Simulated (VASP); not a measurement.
**ZnS: electric field gradients with PBE**

The system is ZnS.

```
Zn S
1.0
     0.00000    2.73170    2.70465
     2.73170    0.00000    2.70465
     2.73170    2.73170    0.00000
Zn S
1 1
Direct
  0.00000 0.00000 0.00000
  0.75000 0.75000 0.75000
```

This cell differs from its parent crystal: equal xx and yy strain of +1 %.

```
Program                : VASP 6.6.1
Task                   : electric field gradients
Functional             : PBE
Potentials or basis    : VASP PAW PBE potentials, release 64 (Zn, S)
Cutoff                 : 520 eV
k mesh                 : 8 × 8 × 8
Occupations            : fermi-dirac, width 0.01 eV
Spin                   : no spin polarisation
Dipole correction      : no
Further INCAR settings : ALGO = Normal; EDIFF = 1e-08; NBANDS = 16
```

```json
{
  "Pressure": "0.1 GPa",
  "Band gap on the k mesh": "1.99 eV, direct"
}
```

Stress tensor (GPa, compression positive):
```
-0.04  0.00  0.00
 0.00 -0.04  0.00
 0.00  0.00  0.36
```

Levels at points of the mesh, in eV from the valence-band top:
```
           k point  band 7  band 8  band 9  band 10  band 11  band 12
(0.00, 0.00, 0.00)   -0.03   -0.03    0.00     1.99     6.39     6.39
(0.50, 0.00, 0.00)   -5.16   -0.88   -0.83     3.24     6.87     6.96
(0.50, 0.50, 0.00)   -4.45   -2.19   -2.19     3.40     3.99    10.87
(0.50, 0.00, 0.50)   -4.51   -2.15   -2.13     3.45     4.08    10.76
```

Electric field gradients, principal values (V/Å²):
| atom | least | middle | greatest (by size) |
| --- | --- | --- | --- |
| 1 Zn | -0.859 | -0.867 | 1.726 |
| 2 S | 0.997 | 0.997 | -1.994 |

Wall time 35 s on 1 thread of Intel(R) Xeon(R) Platinum 8375C CPU @ 2.90GHz (Ice Lake), with other jobs on the host, peak memory 0.18 GiB.

Caveat: the cell differs from its parent crystal (equal xx and yy strain of +1 %); without QUAD_EFG the Cq values of the log hold for a quadrupole moment of 1 mb, not for the nuclei.
